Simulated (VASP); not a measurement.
# La (Fm-3m) in VASP: a series of runs

The runs below take La through single point, with PBE.

Everything below comes from runs of VASP 6.6.1. Logs are shortened: lines on timing, memory, paths and dates and some standing lists are left out, and cuts for length are marked.

## Step 1: The cell of the first run

Symmetry: Fm-3m, No. 225, cubic system. Conventional cell: a = 5.108 Å, b = 5.108 Å, c = 5.108 Å, α = 90.00°, β = 90.00°, γ = 90.00°. La (site symmetry m-3m) has 12 La at 3.61 Å within 4.7 Å.

## Step 2: Single point, PBE

The input, INCAR:

```
SYSTEM = La
PREC = Accurate ; ENCUT = 520
EDIFF = 1E-7 ; ISMEAR = -1
SIGMA = 0.1 ; LREAL = .False.
LASPH = .True. ; NELM = 80
ALGO = Normal ; ISIF = 2
LWAVE = .False. ; LCHARG = .False.
GGA = PE ; NBANDS = 12
```

The input, KPOINTS:

```
regular mesh
0
Gamma
  8 8 8
  0 0 0
```

The input, POSCAR:

```
La
1.0
    0.0000000000      2.5542021670      2.5542021670
    2.5542021670      0.0000000000      2.5542021670
    2.5542021670      2.5542021670      0.0000000000
La
1
Direct
    0.0000000000      0.0000000000      0.0000000000
```

Potentials or basis: VASP PAW PBE potentials, release 64 (La).

Launch:

```sh
$ cat potpaw_PBE.64/La/POTCAR > POTCAR
$ mpirun -np 1 vasp_std > vasp.out
```

OUTCAR:

```text
SYSTEM = La
   PREC = Accurate
   ENCUT = 520
   EDIFF = 1E-7
   ISMEAR = -1
   LREAL = .False.
   LASPH = .True.
   NELM = 80
   ISIF = 2
   GGA = PE

 ion  position               nearest neighbor table
   1  0.000  0.000  0.000-

  LATTYP: Found a face centered cubic cell.
 ALAT       =     5.1084043340

  Lattice vectors:

 A1 = (   0.0000000000,   2.5542021670,   2.5542021670)
 A2 = (   2.5542021670,   0.0000000000,   2.5542021670)
 A3 = (   2.5542021670,   2.5542021670,   0.0000000000)

Analysis of symmetry for initial positions (statically):
=====================================================================
 Subroutine PRICEL returns:
 Original cell was already a primitive cell.

 Routine SETGRP: Setting up the symmetry group for a
 face centered cubic supercell.

 Subroutine GETGRP returns: Found 48 space group operations
 (whereof 48 operations were pure point group operations)
 out of a pool of 48 trial point group operations.

The static configuration has the point symmetry O_h .

Analysis of symmetry for dynamics (positions and initial velocities):
=====================================================================
 Subroutine PRICEL returns:
 Original cell was already a primitive cell.

 Routine SETGRP: Setting up the symmetry group for a
 face centered cubic supercell.

 Subroutine GETGRP returns: Found 48 space group operations
 (whereof 48 operations were pure point group operations)
 out of a pool of 48 trial point group operations.

The dynamic configuration has the point symmetry O_h .

 Subroutine INISYM returns: Found 48 space group operations
 (whereof 48 operations are pure point group operations),
 and found     1 'primitive' translations

----------------------------------------------------------------------------------------

                                     Primitive cell

  volume of cell :      33.3270

  direct lattice vectors                    reciprocal lattice vectors
     0.000000000  2.554202167  2.554202167    -0.195755844  0.195755844  0.195755844
     2.554202167  0.000000000  2.554202167     0.195755844 -0.195755844  0.195755844
     2.554202167  2.554202167  0.000000000     0.195755844  0.195755844 -0.195755844

  length of vectors
     3.612187346  3.612187346  3.612187346     0.339059067  0.339059067  0.339059067

  position of ions in fractional coordinates (direct lattice)
     0.000000000  0.000000000  0.000000000

  ion indices of the primitive-cell ions
   primitive index   ion index
                 1           1

----------------------------------------------------------------------------------------

 KPOINTS: regular mesh

Automatic generation of k-mesh.
 Grid dimensions read from file:
 generate k-points for:    8    8    8

 Generating k-lattice:

  Cartesian coordinates                     Fractional coordinates (reciprocal lattice)
    -0.024469480  0.024469480  0.024469480     0.125000000  0.000000000  0.000000000
     0.024469480 -0.024469480  0.024469480     0.000000000  0.125000000  0.000000000
     0.024469480  0.024469480 -0.024469480     0.000000000  0.000000000  0.125000000

  Length of vectors
     0.042382383  0.042382383  0.042382383

  Shift w.r.t. Gamma in fractional coordinates (k-lattice)
     0.000000000  0.000000000  0.000000000

 Subroutine IBZKPT returns following result:
 ===========================================

 Found     29 irreducible k-points:

 Following reciprocal coordinates:
            Coordinates               Weight
  0.000000  0.000000  0.000000      1.000000
  0.125000  0.000000  0.000000      8.000000
  0.250000  0.000000  0.000000      8.000000
  0.375000  0.000000  0.000000      8.000000
  0.500000  0.000000  0.000000      4.000000
  0.125000  0.125000  0.000000      6.000000
[... 16 lines left out ...]
  0.500000  0.250000  0.125000     48.000000
 -0.375000  0.250000  0.125000     24.000000
 [... further k-points ...]
   k-points           NKPTS =     29   k-points in BZ     NKDIM =     29   number of bands    NBANDS=     12
   number of dos      NEDOS =    301   number of ions     NIONS =      1
   total plane-waves  NPLWV =  21952
   dimension x,y,z NGX =    28 NGY =   28 NGZ =   28
   dimension x,y,z NGXF=    56 NGYF=   56 NGZF=   56
   ions per type =               1
   NGX,Y,Z   is equivalent  to a cutoff of  12.89, 12.89, 12.89 a.u.
   NGXF,Y,Z  is equivalent  to a cutoff of  25.77, 25.77, 25.77 a.u.
 SYSTEM =  La
   PREC   = accura    normal or accurate (medium, high low for compatibility)
   ISTART =      0    job   : 0-new  1-cont  2-samecut
   ICHARG =      2    charge: 1-file 2-atom 10-const
   ISPIN  =      1    spin polarized calculation?
   LNONCOLLINEAR =      F non collinear calculations
   LSORBIT =      F    spin-orbit coupling
   LASPH  =      T    aspherical Exc in radial PAW
   ENCUT  =  520.0 eV  38.22 Ry    6.18 a.u.   6.72  6.72  6.72*2*pi/ulx,y,z
   NELM   =     80;   NELMIN=  2; NELMDL= -5     # of ELM steps
   EDIFF  = 0.1E-06   stopping-criterion for ELM
   LREAL  =      F    real-space projection
   EDIFFG = 0.1E-05   stopping-criterion for IOM
   NSW    =      0    number of steps for IOM
   IBRION =     -1    ionic relax: 0-MD 1-quasi-New 2-CG
   NFREE  =      0    steps in history (QN), initial steepest desc. (CG)
   ISIF   =      2    stress and relaxation
   ISYM   =      2    0-nonsym 1-usesym 2-fastsym
   POTIM  = 0.5000    time-step for ionic-motion
   TEBEG  =    0.0;   TEEND  =   0.0 temperature during run
   PSTRESS=    0.0 pullay stress
   NELECT =      11.0000    total number of electrons
   NUPDOWN=      -1.0000    fix difference up-down
   EMIN   =  10.00;   EMAX   =-10.00  energy-range for DOS
   EFERMI =   0.00;   METHOD = LEGACY
   ISMEAR =    -1;   SIGMA  =   0.10  broadening in eV -4-tet -1-fermi 0-gaus
   EFERMI_NEDOS =   21; number of points for ismear=-14 and -15
   IALGO  =     38    algorithm
   IMIX   =      4    mixing-type and parameters
     AMIX     =   0.40;   BMIX     =  1.00
     AMIX_MAG =   1.60;   BMIX_MAG =  1.00
  volume/ion in A,a.u.               =      33.33       224.90
  Fermi-wavevector in a.u.,A,eV,Ry     =   1.131376  2.137991 17.415629  1.280013
  Thomas-Fermi vector in A             =   2.268075
   LORBIT       =      0    0 simple, 1 ext, 2 COOP (PROOUT), +10 PAW based schemes
   GGA     = PE    functional components
   LHFCALC =     F    Hartree Fock is set to
   AEXX    =    0.0000 exact exchange contribution
   IVDW    =     0    specifies the selected vdW correction
   LEPSILON=     F    determine dielectric tensor
   LRPA    =     F    only Hartree local field effects (RPA)
 non-spin polarized calculation
  energy-cutoff  :      520.00
  volume of cell :       33.33
 maximum number of plane-waves:       934
   NGX = 13   NGY = 13   NGZ = 13

 number of electron      11.0000001 magnetization

 Free energy of the ion-electron system (eV)
  ---------------------------------------------------
  ext. energy  EPLUGINS =         0.00000000
  ---------------------------------------------------
  free energy    TOTEN  =        -4.88639483 eV

  energy without entropy =       -4.83823722  energy(sigma->0) =       -4.86231602

 E-fermi :   8.9362     XC(G=0): -10.0080

 val. band max:        8.9234327539   @ k =   0.5000   0.2500   0.1250
 cond. band min:       8.9668710918   @ k =   0.2500   0.1250   0.0000
 fundamental gap:      0.0434383378
 Fermi energy:         8.9362485747

 k-point     1 :       0.0000    0.0000    0.0000
  band No.  band energies     occupation
      1     -23.7844      2.00000
      2      -6.5306      2.00000
      3      -6.5306      2.00000
      4      -6.5306      2.00000
      5       5.8987      2.00000
      6      10.3352      0.00000
      7      10.5193      0.00000
      8      10.5193      0.00000
      9      10.5193      0.00000
     10      10.9652      0.00000
     11      10.9652      0.00000
     12      10.9652      0.00000

 k-point     2 :       0.1250    0.0000    0.0000
  band No.  band energies     occupation
      1     -23.7424      2.00000
      2      -6.8455      2.00000
      3      -6.5667      2.00000
      4      -6.5667      2.00000
      5       6.4078      2.00000
      6       9.6504      0.00158
      7      10.5829      0.00000
      8      10.5829      0.00000
      9      10.8436      0.00000
     10      10.9624      0.00000
     11      10.9624      0.00000
     12      11.1757      0.00000

 k-point     3 :       0.2500    0.0000    0.0000
  band No.  band energies     occupation
      1     -23.6384      2.00000
      2      -7.5397      2.00000
      3      -6.6520      2.00000
      4      -6.6520      2.00000
      5       7.2223      2.00000
      6       9.5970      0.00270
      7      10.5617      0.00000
      8      10.5617      0.00000
      9      10.6648      0.00000
     10      10.9783      0.00000
     11      10.9783      0.00000
     12      11.6095      0.00000
[... 286 lines left out ...]
 k-point    23 :       0.5000    0.2500    0.1250
  band No.  band energies     occupation
      1     -23.4727      2.00000
      2      -8.0228      2.00000
      3      -7.2326      2.00000
      4      -6.8773      2.00000
      5       8.2661      1.99755
      6       8.9234      1.06399
      7       9.6368      0.00181
      8      10.8876      0.00000
      9      11.0521      0.00000
     10      11.0948      0.00000
     11      11.3413      0.00000
     12      11.5009      0.00000

 k-point    24 :      -0.3750    0.2500    0.1250
  band No.  band energies     occupation
      1     -23.4359      2.00000
      2      -8.1659      2.00000
      3      -7.2973      2.00000
      4      -6.9351      2.00000
      5       8.2773      1.99725
      6       8.6542      1.88752
      7      10.4646      0.00000
      8      10.7822      0.00000
      9      10.9061      0.00000
     10      11.0906      0.00000
     11      11.4037      0.00000
     12      11.5654      0.00000

 [... further k-points ...]
[... 5 lines left out ...]
  --------------------------------------------------------------------------------------
  -------------------------------------------------------------------------------------
  Total        0.5698867      0.5698867      0.5698867     -0.0000000      0.0000000     -0.0000000
  in kB       27.3970177     27.3970177     27.3970177     -0.0000000      0.0000000     -0.0000000
  external PRESSURE =      27.3970177 kB  Pullay stress =       0.0000000 kB

 VOLUME and BASIS-vectors are now :
 -----------------------------------------------------------------------------
  energy-cutoff  :      520.00
  volume of cell :       33.33
      direct lattice vectors                 reciprocal lattice vectors
     0.000000000  2.554202167  2.554202167    -0.195755844  0.195755844  0.195755844
     2.554202167  0.000000000  2.554202167     0.195755844 -0.195755844  0.195755844
     2.554202167  2.554202167  0.000000000     0.195755844  0.195755844 -0.195755844

 POSITION                                       TOTAL-FORCE (eV/Angst)
 -----------------------------------------------------------------------------------
      0.00000      0.00000      0.00000        -0.000000     -0.000000     -0.000000
 -----------------------------------------------------------------------------------
    total drift:                                0.000000      0.000000      0.000000

  FREE ENERGIE OF THE ION-ELECTRON SYSTEM (eV)
  ---------------------------------------------------
  free  energy   TOTEN  =        -4.8863948253 eV

  energy  without entropy=       -4.8382372179  energy(sigma->0) =       -4.86231602
```

Wall time 11 s (1 thread of Intel Xeon Platinum 8559C (Emerald Rapids), shared host); peak memory 0.17 GiB.

What came out:

```yaml
Free_energy: -4.8864 eV
Pressure: 2.7 GPa
```

Levels at points of the mesh, in eV from the Fermi level:
```tsv
k point	band 3	band 4	band 5	band 6	band 7	band 8
(0.00, 0.00, 0.00)	-15.47	-15.47	-3.04	1.40	1.58	1.58
(0.50, 0.00, 0.00)	-15.70	-15.70	-1.80	1.34	1.34	1.43
(0.50, 0.50, 0.00)	-16.14	-16.14	-2.25	-1.64	2.16	2.17
```

Caveat: spin-orbit coupling is left out, which moves the levels of the heavy elements.

(Continued in part 2 of 2.)
